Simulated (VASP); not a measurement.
# Sb (R-3m) in VASP: further runs

Runs on Sb. Level: r2SCAN. Tasks: single point.

All numbers are computed with VASP 6.6.1; they aren't measurements. Logs are shortened: lines on timing, memory, paths and dates and some standing lists are left out, and cuts for length are marked.

**1. The cell of the first run**

The structure is trigonal, space group R-3m (No. 166). The conventional cell has a = 4.341 Å, b = 4.341 Å, c = 11.613 Å, α = 90.00°, β = 90.00°, γ = 120.00°. Sb (site symmetry 3m) has 6 Sb at 2.92 to 3.45 Å within 3.8 Å.

**2. Single point, r2SCAN**

File POSCAR:

```
Sb
1.0
    2.1706020527      1.2531976795      3.8710910875
   -2.1706020527      1.2531976795      3.8710910875
    0.0000000000     -2.5063953589      3.8710910875
Sb
2
Direct
    0.2313018333      0.2313018333      0.2313018333
    0.7686981667      0.7686981667      0.7686981667
```

File INCAR.step1:

```
SYSTEM = Sb
ALGO = Normal
EDIFF = 1E-4
ENCUT = 520
GGA = PE
ISMEAR = -1
LASPH = .TRUE.
LCHARG = .FALSE.
LREAL = .FALSE.
LWAVE = .TRUE.
NBANDS = 12
NELM = 100
PREC = Accurate
SIGMA = 0.1
```

File INCAR.step2:

```
SYSTEM = Sb
ALGO = Normal
EDIFF = 1E-6
ENCUT = 520
ISIF = 2
ISMEAR = -1
ISTART = 1
LASPH = .TRUE.
LCHARG = .FALSE.
LMIXTAU = .TRUE.
LREAL = .FALSE.
LWAVE = .FALSE.
METAGGA = R2SCAN
NBANDS = 12
NELM = 100
PREC = Accurate
SIGMA = 0.1
```

File KPOINTS:

```
k-points
0
G
  4 4 4
  0 0 0
```

Potentials or basis: VASP PAW PBE potentials, release 64 (Sb).

Started as:

```bash
$ cat potpaw_PBE.64/Sb/POTCAR > POTCAR
$ cp INCAR.step1 INCAR
$ mpirun -np 1 vasp_std > vasp.out
$ cp INCAR.step2 INCAR
$ mpirun -np 1 vasp_std > vasp.out
```

OUTCAR:

```text
SYSTEM = Sb
   EDIFF = 1E-6
   ENCUT = 520
   ISIF = 2
   ISMEAR = -1
   ISTART = 1
   LASPH = .TRUE.
   LREAL = .FALSE.
   METAGGA = R2SCAN
   NELM = 100
   PREC = Accurate

 ion  position               nearest neighbor table
   1  0.231  0.231  0.231-   2 2.92   2 2.92   2 2.92   2 3.45   2 3.45   2 3.45
   2  0.769  0.769  0.769-   1 2.92   1 2.92   1 2.92   1 3.45   1 3.45   1 3.45

  LATTYP: Found a trigonal (rhomboedric) cell.
 ALAT       =     4.6116552238
 COS(alpha) =     0.5569255040

  Lattice vectors:

 A1 = (   2.1706020527,   1.2531976795,   3.8710910875)
 A2 = (  -2.1706020527,   1.2531976795,   3.8710910875)
 A3 = (   0.0000000000,  -2.5063953589,   3.8710910875)

Analysis of symmetry for initial positions (statically):
=====================================================================
 Subroutine PRICEL returns:
 Original cell was already a primitive cell.

 Routine SETGRP: Setting up the symmetry group for a
 trigonal (rhombohedral) supercell.

 Subroutine GETGRP returns: Found 12 space group operations
 (whereof 12 operations were pure point group operations)
 out of a pool of 12 trial point group operations.

The static configuration has the point symmetry D_3d.

Analysis of symmetry for dynamics (positions and initial velocities):
=====================================================================
 Subroutine PRICEL returns:
 Original cell was already a primitive cell.

 Routine SETGRP: Setting up the symmetry group for a
 trigonal (rhombohedral) supercell.

 Subroutine GETGRP returns: Found 12 space group operations
 (whereof 12 operations were pure point group operations)
 out of a pool of 12 trial point group operations.

The dynamic configuration has the point symmetry D_3d.

 Subroutine INISYM returns: Found 12 space group operations
 (whereof 12 operations are pure point group operations),
 and found     1 'primitive' translations

----------------------------------------------------------------------------------------

                                     Primitive cell

  volume of cell :      63.1807

  direct lattice vectors                    reciprocal lattice vectors
     2.170602053  1.253197679  3.871091087     0.230350837  0.132993118  0.086108367
    -2.170602053  1.253197679  3.871091087    -0.230350837  0.132993118  0.086108367
     0.000000000 -2.506395359  3.871091087     0.000000000 -0.265986236  0.086108367

  length of vectors
     4.611655224  4.611655224  4.611655224     0.279577053  0.279577053  0.279577053

  position of ions in fractional coordinates (direct lattice)
     0.231301833  0.231301833  0.231301833
     0.768698167  0.768698167  0.768698167

  ion indices of the primitive-cell ions
   primitive index   ion index
                 1           1
                 2           2

----------------------------------------------------------------------------------------

 KPOINTS: k-points

Automatic generation of k-mesh.
 Grid dimensions read from file:
 generate k-points for:    4    4    4

 Generating k-lattice:

  Cartesian coordinates                     Fractional coordinates (reciprocal lattice)
     0.057587709  0.033248279  0.021527092     0.250000000 -0.000000000  0.000000000
    -0.057587709  0.033248279  0.021527092    -0.000000000  0.250000000  0.000000000
     0.000000000 -0.066496559  0.021527092     0.000000000  0.000000000  0.250000000

  Length of vectors
     0.069894263  0.069894263  0.069894263

  Shift w.r.t. Gamma in fractional coordinates (k-lattice)
     0.000000000  0.000000000  0.000000000

 Subroutine IBZKPT returns following result:
 ===========================================

 Found     13 irreducible k-points:

 Following reciprocal coordinates:
            Coordinates               Weight
  0.000000  0.000000  0.000000      1.000000
  0.250000 -0.000000  0.000000      6.000000
  0.500000 -0.000000  0.000000      3.000000
  0.250000  0.250000  0.000000      6.000000
  0.500000  0.250000  0.000000     12.000000
 -0.250000  0.250000  0.000000      6.000000
  0.500000  0.500000  0.000000      3.000000
  0.250000  0.250000  0.250000      2.000000
  0.500000  0.250000  0.250000      6.000000
 -0.250000  0.250000  0.250000      6.000000
  0.500000  0.500000  0.250000      6.000000
 -0.250000  0.500000  0.250000      6.000000
  0.500000  0.500000  0.500000      1.000000
   k-points           NKPTS =     13   k-points in BZ     NKDIM =     13   number of bands    NBANDS=     12
   number of dos      NEDOS =    301   number of ions     NIONS =      2
   total plane-waves  NPLWV =  46656
   dimension x,y,z NGX =    36 NGY =   36 NGZ =   36
   dimension x,y,z NGXF=    72 NGYF=   72 NGZF=   72
   ions per type =               2
   NGX,Y,Z   is equivalent  to a cutoff of  12.98, 12.98, 12.98 a.u.
   NGXF,Y,Z  is equivalent  to a cutoff of  25.96, 25.96, 25.96 a.u.
 SYSTEM =  Sb
   PREC   = accura    normal or accurate (medium, high low for compatibility)
   ISTART =      1    job   : 0-new  1-cont  2-samecut
   ICHARG =      0    charge: 1-file 2-atom 10-const
   ISPIN  =      1    spin polarized calculation?
   LNONCOLLINEAR =      F non collinear calculations
   LSORBIT =      F    spin-orbit coupling
   LASPH  =      T    aspherical Exc in radial PAW
   ENCUT  =  520.0 eV  38.22 Ry    6.18 a.u.   8.57  8.57  8.57*2*pi/ulx,y,z
   NELM   =    100;   NELMIN=  2; NELMDL=  0     # of ELM steps
   EDIFF  = 0.1E-05   stopping-criterion for ELM
   LREAL  =      F    real-space projection
   EDIFFG = 0.1E-04   stopping-criterion for IOM
   NSW    =      0    number of steps for IOM
   IBRION =     -1    ionic relax: 0-MD 1-quasi-New 2-CG
   NFREE  =      0    steps in history (QN), initial steepest desc. (CG)
   ISIF   =      2    stress and relaxation
   ISYM   =      2    0-nonsym 1-usesym 2-fastsym
   POTIM  = 0.5000    time-step for ionic-motion
   TEBEG  =    0.0;   TEEND  =   0.0 temperature during run
   PSTRESS=    0.0 pullay stress
   NELECT =      10.0000    total number of electrons
   NUPDOWN=      -1.0000    fix difference up-down
   EMIN   =  10.00;   EMAX   =-10.00  energy-range for DOS
   EFERMI =   0.00;   METHOD = LEGACY
   ISMEAR =    -1;   SIGMA  =   0.10  broadening in eV -4-tet -1-fermi 0-gaus
   EFERMI_NEDOS =   21; number of points for ismear=-14 and -15
   IALGO  =     38    algorithm
   IMIX   =      4    mixing-type and parameters
     AMIX     =   0.40;   BMIX     =  1.00
     AMIX_MAG =   1.60;   BMIX_MAG =  1.00
  volume/ion in A,a.u.               =      31.59       213.18
  Fermi-wavevector in a.u.,A,eV,Ry     =   0.885551  1.673448 10.669686  0.784200
  Thomas-Fermi vector in A             =   2.006599
   LORBIT       =      0    0 simple, 1 ext, 2 COOP (PROOUT), +10 PAW based schemes
   METAGGA = R2SCAN    functional components
   LHFCALC =     F    Hartree Fock is set to
   AEXX    =    0.0000 exact exchange contribution
   IVDW    =     0    specifies the selected vdW correction
   LEPSILON=     F    determine dielectric tensor
   LRPA    =     F    only Hartree local field effects (RPA)
 non-spin polarized calculation
  energy-cutoff  :      520.00
  volume of cell :       63.18
 maximum number of plane-waves:      1726
 NGX is ok and might be reduce to    36
   NGX = 17   NGY = 17   NGZ = 17

 number of electron      10.0000000 magnetization

 Free energy of the ion-electron system (eV)
  ---------------------------------------------------
  ext. energy  EPLUGINS =         0.00000000
  ---------------------------------------------------
  free energy    TOTEN  =       -51.44860750 eV

  energy without entropy =      -51.43642019  energy(sigma->0) =      -51.44251385

 E-fermi :   6.5067     XC(G=0):  -9.7818

 val. band max:        6.3597100716   @ k =   0.5000  -0.0000   0.0000
 cond. band min:       6.6210933525   @ k =   0.5000  -0.0000   0.0000
 fundamental gap:      0.2613832809
 Fermi energy:         6.5066627388

 k-point     1 :       0.0000    0.0000    0.0000
  band No.  band energies     occupation
      1      -6.3445      2.00000
      2       1.6442      2.00000
      3       4.4678      2.00000
      4       4.8035      2.00000
      5       4.8035      2.00000
      6       8.6398      0.00000
      7       9.3571      0.00000
      8       9.3571      0.00000
      9      12.2923      0.00000
     10      12.2923      0.00000
     11      12.4898      0.00000
     12      13.8887      0.00000

 k-point     2 :       0.2500   -0.0000    0.0000
  band No.  band energies     occupation
      1      -5.6493      2.00000
      2      -0.5135      2.00000
      3       4.4841      2.00000
      4       4.6234      2.00000
      5       5.4963      1.99992
      6       7.9756      0.00000
      7       8.2250      0.00000
      8       8.3038      0.00000
      9      11.9876      0.00000
     10      12.5401      0.00000
     11      13.1502      0.00000
     12      16.8873      0.00000

 k-point     3 :       0.5000   -0.0000    0.0000
  band No.  band energies     occupation
      1      -3.9955      2.00000
      2      -3.1325      2.00000
      3       4.5047      2.00000
      4       4.5771      2.00000
      5       6.3597      1.62597
      6       6.6211      0.48306
      7       7.0490      0.00878
      8       7.4495      0.00016
      9      14.5523      0.00000
     10      14.9402      0.00000
     11      16.2723      0.00000
     12      16.3405      0.00000
[... 121 lines left out ...]
 k-point    12 :      -0.2500    0.5000    0.2500
  band No.  band energies     occupation
      1      -3.5934      2.00000
      2      -2.5057      2.00000
      3       1.7443      2.00000
      4       1.7720      2.00000
      5       5.8110      1.99810
      6       7.5688      0.00005
      7      11.4520      0.00000
      8      11.4712      0.00000
      9      12.9224      0.00000
     10      13.1810      0.00000
     11      17.1913      0.00000
     12      17.3015      0.00000

 k-point    13 :       0.5000    0.5000    0.5000
  band No.  band energies     occupation
      1      -4.9757      2.00000
      2      -2.3602      2.00000
      3       5.2558      1.99999
      4       5.2558      1.99999
      5       6.3455      1.66728
      6       7.0094      0.01302
      7       7.0094      0.01302
      8       8.0387      0.00000
      9      13.9244      0.00000
     10      15.5511      0.00000
     11      15.5511      0.00000
     12      16.4193      0.00000

------------------------ aborting loop because EDIFF is reached ----------------------------------------

  FORCE on cell =-STRESS in cart. coord.  units (eV):
  Direction    XX          YY          ZZ          XY          YZ          ZX
  --------------------------------------------------------------------------------------
  -------------------------------------------------------------------------------------
  Total        0.1888293      0.1888293     -0.2552401      0.0000000     -0.0000000      0.0000000
  in kB        4.7884559      4.7884559     -6.4725440      0.0000000     -0.0000000      0.0000000
  external PRESSURE =       1.0347893 kB  Pullay stress =       0.0000000 kB

 VOLUME and BASIS-vectors are now :
 -----------------------------------------------------------------------------
  energy-cutoff  :      520.00
  volume of cell :       63.18
      direct lattice vectors                 reciprocal lattice vectors
     2.170602053  1.253197679  3.871091087     0.230350837  0.132993118  0.086108367
    -2.170602053  1.253197679  3.871091087    -0.230350837  0.132993118  0.086108367
     0.000000000 -2.506395359  3.871091087     0.000000000 -0.265986236  0.086108367

 POSITION                                       TOTAL-FORCE (eV/Angst)
 -----------------------------------------------------------------------------------
      0.00000      0.00000      2.68617         0.000000     -0.000000     -0.193319
      0.00000      0.00000      8.92710         0.000000      0.000000      0.193319
 -----------------------------------------------------------------------------------
    total drift:                                0.000000     -0.000000      0.000000

  FREE ENERGIE OF THE ION-ELECTRON SYSTEM (eV)
  ---------------------------------------------------
  free  energy   TOTEN  =       -51.4486075034 eV

  energy  without entropy=      -51.4364201942  energy(sigma->0) =      -51.44251385
```

Run time: 39 s. Hardware: 1 thread of Intel Xeon Platinum 8259CL at 2.50GHz (Skylake/Cascade Lake), shared host; peak memory 0.21 GiB.

Results:

- Free energy: -51.4486 eV
- Pressure: 0.1 GPa
- Largest force: 0.193 eV/Å
- Band gap on the k mesh: 0.26 eV, direct

Forces on the atoms (eV/Å):
```
Sb   0.000  0.000 -0.193
Sb   0.000  0.000  0.193
```

Stress tensor (GPa, compression positive):
```
 0.48  0.00  0.00
 0.00  0.48  0.00
 0.00  0.00 -0.65
```

Caveat: the k points lie up to 0.44 Å⁻¹ apart; the PAW data sets were made with another functional, which shifts forces and pressure a little; spin-orbit coupling is left out, which moves the levels of the heavy elements. A k mesh can miss the band edges.

**3. Single point, r2SCAN**

POSCAR is that of step 2.

File INCAR.step1:

```
SYSTEM = Sb
PREC     = Accurate       ! precision mode
ENCUT    = 520            ! plane-wave cutoff, eV
ISMEAR   = -1             ! smearing method
SIGMA    = 0.1            ! smearing width, eV
LREAL    = .False.        ! projectors in reciprocal space
LASPH    = .True.         ! aspherical terms in the spheres
NELM     = 80             ! most SCF steps
NBANDS   = 12             ! bands
GGA      = PE             ! functional
ALGO     = Normal         ! electronic algorithm
EDIFF    = 1E-4           ! SCF threshold, eV
LWAVE    = .True.         ! write WAVECAR
LCHARG   = .False.        ! write CHGCAR
```

File INCAR.step2:

```
SYSTEM = Sb
PREC     = Accurate       ! precision mode
ENCUT    = 520            ! plane-wave cutoff, eV
EDIFF    = 1E-7           ! SCF threshold, eV
ISMEAR   = -1             ! smearing method
SIGMA    = 0.1            ! smearing width, eV
LREAL    = .False.        ! projectors in reciprocal space
LASPH    = .True.         ! aspherical terms in the spheres
NELM     = 80             ! most SCF steps
ALGO     = Normal         ! electronic algorithm
ISIF     = 2              ! what is computed and relaxed
LWAVE    = .False.        ! write WAVECAR
LCHARG   = .True.         ! write CHGCAR
METAGGA  = R2SCAN         ! meta-GGA
LMIXTAU  = .True.       
LELF     = .True.         ! ELF
LVHAR    = .True.       
NBANDS   = 12             ! bands
ISTART   = 1
```

File KPOINTS:

```
Automatic mesh
0
Gamma
  6 6 6
  0 0 0
```

Potentials or basis: VASP PAW PBE potentials, release 64 (Sb).

Started as:

```bash
$ cat potpaw_PBE.64/Sb/POTCAR > POTCAR
$ cp INCAR.step1 INCAR
$ mpirun -np 1 vasp_std > vasp.out
$ cp INCAR.step2 INCAR
$ mpirun -np 1 vasp_std > vasp.out
```

It took 91 s on 1 thread of Intel Xeon Platinum 8259CL at 2.50GHz (Skylake/Cascade Lake), shared host; peak memory 0.21 GiB.

Results (log left out):

```yaml
Free_energy: -51.4170 eV
Pressure: 0.1 GPa
Largest_force: 0.037 eV/Å
Band_gap_on_the_k_mesh: zero (band 5 reaches 6.75 eV, above the bottom of band 6 at 6.61 eV)
```

Forces in eV/Å, atoms in the order of the input:
```
Sb   0.000  0.000 -0.037
Sb   0.000  0.000  0.037
```

Stress tensor (GPa, compression positive):
```
0.17 0.00 0.00
0.00 0.17 0.00
0.00 0.00 0.08
```

Levels at points of the mesh, in eV from the Fermi level:
| k point | band 3 | band 4 | band 5 | band 6 | band 7 | band 8 |
| --- | --- | --- | --- | --- | --- | --- |
| (0.00, 0.00, 0.00) | -2.29 | -1.97 | -1.97 | 1.86 | 2.59 | 2.59 |
| (0.50, 0.00, 0.00) | -2.27 | -2.19 | -0.39 | -0.15 | 0.29 | 0.70 |
| (0.50, 0.50, 0.00) | -5.43 | -3.86 | -3.78 | 1.67 | 4.85 | 5.72 |
| (0.50, 0.50, 0.50) | -1.52 | -1.52 | -0.44 | 0.25 | 0.25 | 1.30 |

Caveat: the PAW data sets were made with another functional, which shifts forces and pressure a little; spin-orbit coupling is left out, which moves the levels of the heavy elements.
